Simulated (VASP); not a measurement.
A run of VASP 6.6.1:

The input INCAR:

```
SYSTEM = Sb
PREC = Accurate ; ENCUT = 400
EDIFF = 1E-6 ; ISMEAR = 0
SIGMA = 0.03 ; LREAL = .FALSE.
LASPH = .TRUE. ; NELM = 120
ALGO = Normal ; ISIF = 2
LWAVE = .FALSE. ; LCHARG = .FALSE.
LDIPOL = .TRUE. ; IDIPOL = 3
DIPOL = 0.5 0.5 0.289 ; GGA = PE
IVDW = 12 ; NBANDS = 12
GGA_COMPAT = .FALSE. ; NELMDL = -8
```

The input KPOINTS:

```
Automatic mesh
0
G
  12 12 1
  0 0 0
```

The input POSCAR:

```
Sb
1.0
    4.0684997047      0.0000000000      0.0000000000
   -2.0342498523      3.5234240995      0.0000000000
    0.0000000000      0.0000000000     27.1000000030
Sb
2
Direct
    0.3333333333      0.6666666667      0.2583030158
    0.6666666667      0.3333333333      0.3191877591
```

Potentials or basis: VASP PAW PBE potentials, release 64 (Sb).

Run with:

```console
$ cat potpaw_PBE.64/Sb/POTCAR > POTCAR
$ mpirun -np 1 vasp_std > vasp.out
```

Hardware: 1 thread of Intel Xeon 8259CL, on a shared host.

Question: How long does it take, and how much memory?

Answer: Wall time 3.1 min on 1 thread of Intel Xeon 8259CL (shared host), peak memory 0.36 GiB. Counts: scf iterations 22, k points 19.
